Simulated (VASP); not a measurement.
# SnO2 in VASP: further runs

SnO2 is run at these levels: r2SCAN; tasks: single point.

Everything below comes from runs of VASP 6.6.1. Logs are shortened: lines on timing, memory, paths and dates and some standing lists are left out, and cuts for length are marked.

### 1 The cell of the first run

The typed cell holds 6 atoms: a = 4.903 Å, b = 4.903 Å, c = 3.153 Å, α = 90.00°, β = 90.00°, γ = 90.00°.

### 2 Single point, r2SCAN (strain +0.030 along x and y, -0.015 along z)

File POSCAR:

```
SnO2
1.0
    4.9026126555      0.0000000000      0.0000000000
    0.0000000000      4.9028593417      0.0000000000
    0.0000000000      0.0000000000      3.1527000968
Sn O
2 4
Direct
    0.5000000000      0.5000000000      0.5000000000
    0.0000000000      0.0000000000      0.0000000000
    0.3058623571      0.3059582263      0.0000000000
    0.8058623571      0.1940417737      0.5000000000
    0.1941376429      0.8059582263      0.5000000000
    0.6941376429      0.6940417737      0.0000000000
```

File INCAR.step1:

```
SYSTEM = SnO2
PREC = Accurate
ENCUT = 520
ISMEAR = 0
SIGMA = 0.05
LREAL = .FALSE.
LASPH = .TRUE.
NELM = 100
NBANDS = 35
GGA = PE
ALGO = Normal
EDIFF = 1E-4
LWAVE = .TRUE.
LCHARG = .FALSE.
```

File INCAR.step2:

```
SYSTEM = SnO2
PREC = Accurate
ENCUT = 520
EDIFF = 1E-6
ISMEAR = 0
SIGMA = 0.05
LREAL = .FALSE.
LASPH = .TRUE.
NELM = 100
ALGO = Normal
ISIF = 2
LWAVE = .FALSE.
LCHARG = .FALSE.
METAGGA = R2SCAN
LMIXTAU = .TRUE.
NBANDS = 35
ISTART = 1
```

File KPOINTS:

```
Automatic mesh
0
G
  6 6 8
  0 0 0
```

Potentials or basis: VASP PAW PBE potentials, release 64 (Sn_d, O).

On the command line:

```console
$ cat potpaw_PBE.64/Sn_d/POTCAR potpaw_PBE.64/O/POTCAR > POTCAR
$ cp INCAR.step1 INCAR
$ mpirun -np 1 vasp_std > vasp.out
$ cp INCAR.step2 INCAR
$ mpirun -np 1 vasp_std > vasp.out
```

OUTCAR:

```text
SYSTEM = SnO2
   PREC = Accurate
   ENCUT = 520
   EDIFF = 1E-6
   ISMEAR = 0
   LREAL = .FALSE.
   LASPH = .TRUE.
   NELM = 100
   ISIF = 2
   METAGGA = R2SCAN
   ISTART = 1

 ion  position               nearest neighbor table
   1  0.500  0.500  0.500-   3 2.07   6 2.07   3 2.07   6 2.07   5 2.12   4 2.12
   2  0.000  0.000  0.000-   4 2.07   5 2.07   4 2.07   5 2.07   3 2.12   6 2.12
   3  0.306  0.306  0.000-   1 2.07   1 2.07   2 2.12
   4  0.806  0.194  0.500-   2 2.07   2 2.07   1 2.12
   5  0.194  0.806  0.500-   2 2.07   2 2.07   1 2.12
   6  0.694  0.694  0.000-   1 2.07   1 2.07   2 2.12

  LATTYP: Found a simple orthorhombic cell.
 ALAT       =     3.1527000968
 B/A-ratio  =     1.5550520205
 C/A-ratio  =     1.5551302665

  Lattice vectors:

 A1 = (   0.0000000000,   0.0000000000,   3.1527000968)
 A2 = (   4.9026126555,   0.0000000000,   0.0000000000)
 A3 = (   0.0000000000,   4.9028593417,   0.0000000000)

Analysis of symmetry for initial positions (statically):
=====================================================================
 Subroutine PRICEL returns:
 Original cell was already a primitive cell.

 Routine SETGRP: Setting up the symmetry group for a
 simple orthorhombic supercell.

 Subroutine GETGRP returns: Found  8 space group operations
 (whereof  4 operations were pure point group operations)
 out of a pool of  8 trial point group operations.

The static configuration has the point symmetry C_2h.
 The point group associated with its full space group is D_2h.

Analysis of symmetry for dynamics (positions and initial velocities):
=====================================================================
 Subroutine PRICEL returns:
 Original cell was already a primitive cell.

 Routine SETGRP: Setting up the symmetry group for a
 simple orthorhombic supercell.

 Subroutine GETGRP returns: Found  8 space group operations
 (whereof  4 operations were pure point group operations)
 out of a pool of  8 trial point group operations.

The dynamic configuration has the point symmetry C_2h.
 The point group associated with its full space group is D_2h.

 Subroutine INISYM returns: Found  8 space group operations
 (whereof  4 operations are pure point group operations),
 and found     1 'primitive' translations

----------------------------------------------------------------------------------------

                                     Primitive cell

  volume of cell :      75.7809

  direct lattice vectors                    reciprocal lattice vectors
     4.902612655  0.000000000  0.000000000     0.203972875  0.000000000  0.000000000
     0.000000000  4.902859342  0.000000000     0.000000000  0.203962612  0.000000000
     0.000000000  0.000000000  3.152700097     0.000000000  0.000000000  0.317188432

  length of vectors
     4.902612655  4.902859342  3.152700097     0.203972875  0.203962612  0.317188432

  position of ions in fractional coordinates (direct lattice)
     0.500000000  0.500000000  0.500000000
     0.000000000  0.000000000  0.000000000
     0.305862357  0.305958226  0.000000000
     0.805862357  0.194041774  0.500000000
     0.194137643  0.805958226  0.500000000
     0.694137643  0.694041774  0.000000000

  ion indices of the primitive-cell ions
   primitive index   ion index
                 1           1
                 2           2
                 3           3
                 4           4
                 5           5
                 6           6

----------------------------------------------------------------------------------------

 KPOINTS: Automatic mesh

Automatic generation of k-mesh.
 Grid dimensions read from file:
 generate k-points for:    6    6    8

 Generating k-lattice:

  Cartesian coordinates                     Fractional coordinates (reciprocal lattice)
     0.033995479  0.000000000  0.000000000     0.166666667  0.000000000  0.000000000
     0.000000000  0.033993769  0.000000000     0.000000000  0.166666667  0.000000000
     0.000000000  0.000000000  0.039648554     0.000000000  0.000000000  0.125000000

  Length of vectors
     0.033995479  0.033993769  0.039648554

  Shift w.r.t. Gamma in fractional coordinates (k-lattice)
     0.000000000  0.000000000  0.000000000

 Subroutine IBZKPT returns following result:
 ===========================================

 Found     80 irreducible k-points:

 Following reciprocal coordinates:
            Coordinates               Weight
  0.000000  0.000000  0.000000      1.000000
  0.166667  0.000000  0.000000      2.000000
  0.333333  0.000000  0.000000      2.000000
  0.500000  0.000000  0.000000      1.000000
  0.000000  0.166667  0.000000      2.000000
  0.166667  0.166667  0.000000      4.000000
[... 16 lines left out ...]
  0.333333  0.166667  0.125000      8.000000
  0.500000  0.166667  0.125000      4.000000
 [... further k-points ...]
   k-points           NKPTS =     80   k-points in BZ     NKDIM =     80   number of bands    NBANDS=     35
   number of dos      NEDOS =    301   number of ions     NIONS =      6
   total plane-waves  NPLWV =  31104
   dimension x,y,z NGX =    36 NGY =   36 NGZ =   24
   dimension x,y,z NGXF=    72 NGYF=   72 NGZF=   48
   ions per type =               2   4
   NGX,Y,Z   is equivalent  to a cutoff of  12.21, 12.21, 12.66 a.u.
   NGXF,Y,Z  is equivalent  to a cutoff of  24.41, 24.41, 25.31 a.u.
 SYSTEM =  SnO2
   PREC   = accura    normal or accurate (medium, high low for compatibility)
   ISTART =      1    job   : 0-new  1-cont  2-samecut
   ICHARG =      0    charge: 1-file 2-atom 10-const
   ISPIN  =      1    spin polarized calculation?
   LNONCOLLINEAR =      F non collinear calculations
   LSORBIT =      F    spin-orbit coupling
   LASPH  =      T    aspherical Exc in radial PAW
   ENCUT  =  520.0 eV  38.22 Ry    6.18 a.u.   9.12  9.12  5.86*2*pi/ulx,y,z
   NELM   =    100;   NELMIN=  2; NELMDL=  0     # of ELM steps
   EDIFF  = 0.1E-05   stopping-criterion for ELM
   LREAL  =      F    real-space projection
   EDIFFG = 0.1E-04   stopping-criterion for IOM
   NSW    =      0    number of steps for IOM
   IBRION =     -1    ionic relax: 0-MD 1-quasi-New 2-CG
   NFREE  =      0    steps in history (QN), initial steepest desc. (CG)
   ISIF   =      2    stress and relaxation
   ISYM   =      2    0-nonsym 1-usesym 2-fastsym
   POTIM  = 0.5000    time-step for ionic-motion
   TEBEG  =    0.0;   TEEND  =   0.0 temperature during run
   PSTRESS=    0.0 pullay stress
   NELECT =      52.0000    total number of electrons
   NUPDOWN=      -1.0000    fix difference up-down
   EMIN   =  10.00;   EMAX   =-10.00  energy-range for DOS
   EFERMI =   0.00;   METHOD = LEGACY
   ISMEAR =     0;   SIGMA  =   0.05  broadening in eV -4-tet -1-fermi 0-gaus
   EFERMI_NEDOS =   21; number of points for ismear=-14 and -15
   IALGO  =     38    algorithm
   IMIX   =      4    mixing-type and parameters
     AMIX     =   0.40;   BMIX     =  1.00
     AMIX_MAG =   1.60;   BMIX_MAG =  1.00
  volume/ion in A,a.u.               =      12.63        85.23
  Fermi-wavevector in a.u.,A,eV,Ry     =   1.443963  2.728694 28.368542  2.085029
  Thomas-Fermi vector in A             =   2.562311
   LORBIT       =      0    0 simple, 1 ext, 2 COOP (PROOUT), +10 PAW based schemes
   METAGGA = R2SCAN    functional components
   LHFCALC =     F    Hartree Fock is set to
   AEXX    =    0.0000 exact exchange contribution
   IVDW    =     0    specifies the selected vdW correction
   LEPSILON=     F    determine dielectric tensor
   LRPA    =     F    only Hartree local field effects (RPA)
 non-spin polarized calculation
 Gauss-broadening in eV      SIGMA  =   0.05
  energy-cutoff  :      520.00
  volume of cell :       75.78
 maximum number of plane-waves:      2066
   NGX = 19   NGY = 19   NGZ = 11

 number of electron      51.9999984 magnetization

 Free energy of the ion-electron system (eV)
  ---------------------------------------------------
  ext. energy  EPLUGINS =         0.00000000
  ---------------------------------------------------
  free energy    TOTEN  =       -84.52269906 eV

  energy without entropy =      -84.52269906  energy(sigma->0) =      -84.52269906

 E-fermi :   5.2644     XC(G=0): -11.7018

 val. band max:        5.0345072296   @ k =   0.0000   0.0000   0.0000
 cond. band min:       6.4716142425   @ k =   0.0000   0.0000   0.0000
 fundamental gap:      1.4371070130
 Fermi energy:         5.2643764728

 k-point     1 :       0.0000    0.0000    0.0000
  band No.  band energies     occupation
      1     -16.6622      2.00000
      2     -15.9294      2.00000
      3     -15.5922      2.00000
      4     -15.5922      2.00000
      5     -15.5786      2.00000
      6     -15.4686      2.00000
[... 27 lines left out ...]
     34      17.2934      0.00000
     35      18.0321      0.00000

 k-point     2 :       0.1667    0.0000    0.0000
  band No.  band energies     occupation
      1     -16.6222      2.00000
      2     -15.9807      2.00000
      3     -15.5911      2.00000
      4     -15.5910      2.00000
      5     -15.5779      2.00000
      6     -15.5018      2.00000
[... 27 lines left out ...]
     34      17.3117      0.00000
     35      18.0140      0.00000

 k-point     3 :       0.3333    0.0000    0.0000
  band No.  band energies     occupation
      1     -16.5066      2.00000
      2     -16.1324      2.00000
      3     -15.5888      2.00000
      4     -15.5887      2.00000
      5     -15.5754      2.00000
      6     -15.5475      2.00000
[... 27 lines left out ...]
     34      17.5506      0.00000
     35      17.9685      0.00000

 k-point     4 :       0.5000    0.0000    0.0000
  band No.  band energies     occupation
      1     -16.3308      2.00000
      2     -16.3308      2.00000
      3     -15.5875      2.00000
      4     -15.5875      2.00000
      5     -15.5683      2.00000
      6     -15.5683      2.00000
[... 27 lines left out ...]
     34      17.8439      0.00000
     35      18.5357      0.00000

 k-point     5 :       0.0000    0.1667    0.0000
  band No.  band energies     occupation
      1     -16.6222      2.00000
      2     -15.9807      2.00000
      3     -15.5911      2.00000
      4     -15.5911      2.00000
      5     -15.5779      2.00000
      6     -15.5018      2.00000
[... 638 lines left out ...]
 k-point    22 :       0.1667    0.1667    0.1250
  band No.  band energies     occupation
      1     -16.5177      2.00000
      2     -15.9833      2.00000
      3     -15.7745      2.00000
      4     -15.7540      2.00000
      5     -15.5451      2.00000
      6     -15.4872      2.00000
[... 27 lines left out ...]
     34      17.5214      0.00000
     35      17.9553      0.00000

 k-point    23 :       0.3333    0.1667    0.1250
  band No.  band energies     occupation
      1     -16.4307      2.00000
      2     -16.1298      2.00000
      3     -15.7722      2.00000
      4     -15.7573      2.00000
      5     -15.5373      2.00000
      6     -15.5030      2.00000
[... 27 lines left out ...]
     34      17.7602      0.00000
     35      17.9461      0.00000

 k-point    24 :       0.5000    0.1667    0.1250
  band No.  band energies     occupation
      1     -16.2940      2.00000
      2     -16.2940      2.00000
      3     -15.7652      2.00000
      4     -15.7652      2.00000
      5     -15.5222      2.00000
      6     -15.5222      2.00000
[... 27 lines left out ...]
     34      17.8248      0.00000
     35      18.2049      0.00000

 [... further k-points ...]

------------------------ aborting loop because EDIFF is reached ----------------------------------------

  FORCE on cell =-STRESS in cart. coord.  units (eV):
  Direction    XX          YY          ZZ          XY          YZ          ZX
  --------------------------------------------------------------------------------------
  -------------------------------------------------------------------------------------
  Total       -4.0295830     -4.0295002     -0.1803401      0.0000000      0.0000000      0.0000000
  in kB      -85.1943927    -85.1926421     -3.8127936      0.0000000      0.0000000      0.0000000
  external PRESSURE =     -58.0666095 kB  Pullay stress =       0.0000000 kB

 VOLUME and BASIS-vectors are now :
 -----------------------------------------------------------------------------
  energy-cutoff  :      520.00
  volume of cell :       75.78
      direct lattice vectors                 reciprocal lattice vectors
     4.902612655  0.000000000  0.000000000     0.203972875  0.000000000  0.000000000
     0.000000000  4.902859342  0.000000000     0.000000000  0.203962612  0.000000000
     0.000000000  0.000000000  3.152700097     0.000000000  0.000000000  0.317188432

 POSITION                                       TOTAL-FORCE (eV/Angst)
 -----------------------------------------------------------------------------------
      2.45131      2.45143      1.57635         0.000000     -0.000000      0.000000
      0.00000      0.00000      0.00000         0.000000     -0.000000      0.000000
      1.49952      1.50007      0.00000         0.048806      0.048311      0.000000
      3.95083      0.95136      1.57635         0.048806     -0.048311      0.000000
      0.95178      3.95150      1.57635        -0.048806      0.048311      0.000000
      3.40309      3.40279      0.00000        -0.048806     -0.048311      0.000000
 -----------------------------------------------------------------------------------
    total drift:                                0.000000      0.000000      0.000000

  FREE ENERGIE OF THE ION-ELECTRON SYSTEM (eV)
  ---------------------------------------------------
  free  energy   TOTEN  =       -84.5226990644 eV

  energy  without entropy=      -84.5226990644  energy(sigma->0) =      -84.52269906
```

It took 6.8 min on 1 thread of AMD EPYC 9R45 (Zen 5), shared host; peak memory 0.26 GiB.

Results:

| Item | Value |
| --- | --- |
| Free energy | -84.5227 eV |
| Pressure | -5.8 GPa |
| Largest force | 0.069 eV/Å |
| Band gap on the k mesh | 1.44 eV, direct |

Forces on the atoms (eV/Å):
```
Sn   0.000  0.000  0.000
Sn   0.000  0.000  0.000
O    0.049  0.048  0.000
O    0.049 -0.048  0.000
O   -0.049  0.048  0.000
O   -0.049 -0.048  0.000
```

Stress tensor (GPa, compression positive):
```
-8.52  0.00  0.00
 0.00 -8.52  0.00
 0.00  0.00 -0.38
```

Caveat: the cell differs from its parent crystal (strain +0.030 along x and y, -0.015 along z); the PAW data sets were made with another functional, which shifts forces and pressure a little; spin-orbit coupling is left out, which moves the levels of the heavy elements.

### 3 Single point, r2SCAN (strain +0.030 along x and y, +0.000 along z)

POSCAR, as its differences from that of step 2:

```diff
@@ -4,3 +4,3 @@
     0.0000000000      4.9028593417      0.0000000000
-    0.0000000000      0.0000000000      3.1527000968
+    0.0000000000      0.0000000000      3.2007107582
 Sn O
```

File INCAR.step1:

```
PREC = Accurate
ENCUT = 520
ISMEAR = 0
SIGMA = 0.05
LREAL = False
LASPH = True
NELM = 60
NBANDS = 35
GGA = PE
ALGO = Normal
EDIFF = 1E-4
LWAVE = True
LCHARG = False
```

File INCAR.step2:

```
PREC = Accurate
ENCUT = 520
EDIFF = 1E-6
ISMEAR = 0
SIGMA = 0.05
LREAL = False
LASPH = True
NELM = 60
ALGO = Normal
ISIF = 2
LWAVE = False
LCHARG = True
METAGGA = R2SCAN
LMIXTAU = True
LELF = True
LVHAR = True
NBANDS = 35
ISTART = 1
```

File KPOINTS:

```
regular mesh
0
Gamma
  6 6 8
```

Potentials or basis: VASP PAW PBE potentials, release 64 (Sn_d, O).

On the command line:

```console
$ cat potpaw_PBE.64/Sn_d/POTCAR potpaw_PBE.64/O/POTCAR > POTCAR
$ cp INCAR.step1 INCAR
$ mpirun -np 1 vasp_std > vasp.out
$ cp INCAR.step2 INCAR
$ mpirun -np 1 vasp_std > vasp.out
```

Wall time 6.8 min (1 thread of AMD EPYC 9R45 (Zen 5), shared host); peak memory 0.26 GiB.

It converged, with:

```
Free energy            : -84.4986 eV
Pressure               : -9.2 GPa
Largest force          : 0.156 eV/Å
Band gap on the k mesh : 1.21 eV, direct
```

Forces on the atoms (eV/Å):
```
Sn   0.000  0.000  0.000
Sn   0.000  0.000  0.000
O    0.110  0.110  0.000
O    0.110 -0.110  0.000
O   -0.110  0.110  0.000
O   -0.110 -0.110  0.000
```

Stress tensor (GPa, compression positive):
```
-10.35   0.00   0.00
  0.00 -10.35   0.00
  0.00   0.00  -6.79
```

Levels at points of the mesh, in eV from the valence-band top:
| k point | band 22 | band 23 | band 24 | band 25 | band 26 | band 27 | band 28 | band 29 | band 30 | band 31 |
| --- | --- | --- | --- | --- | --- | --- | --- | --- | --- | --- |
| (0.00, 0.00, 0.00) | -1.17 | -1.17 | -0.76 | -0.76 | 0.00 | 1.21 | 6.50 | 6.90 | 6.90 | 10.72 |
| (0.50, 0.00, 0.00) | -1.91 | -1.12 | -1.12 | -0.62 | -0.62 | 4.38 | 4.38 | 7.67 | 7.67 | 11.05 |
| (0.00, 0.50, 0.00) | -1.91 | -1.12 | -1.12 | -0.62 | -0.62 | 4.39 | 4.39 | 7.67 | 7.67 | 11.05 |
| (0.50, 0.50, 0.00) | -1.82 | -1.23 | -1.23 | -0.91 | -0.91 | 4.87 | 4.87 | 7.91 | 7.91 | 11.14 |
| (0.00, 0.00, 0.50) | -2.54 | -1.51 | -1.51 | -1.19 | -1.19 | 6.18 | 6.18 | 9.98 | 9.98 | 11.14 |
| (0.50, 0.00, 0.50) | -1.65 | -1.03 | -1.03 | -0.78 | -0.78 | 6.41 | 6.41 | 8.17 | 8.17 | 11.64 |
| (0.00, 0.50, 0.50) | -1.65 | -1.03 | -1.03 | -0.78 | -0.78 | 6.41 | 6.41 | 8.17 | 8.17 | 11.64 |
| (0.50, 0.50, 0.50) | -2.47 | -0.93 | -0.93 | -0.82 | -0.82 | 4.88 | 4.88 | 9.30 | 9.30 | 11.36 |

Caveat: the cell differs from its parent crystal (strain +0.030 along x and y, +0.000 along z); the PAW data sets were made with another functional, which shifts forces and pressure a little; spin-orbit coupling is left out, which moves the levels of the heavy elements.
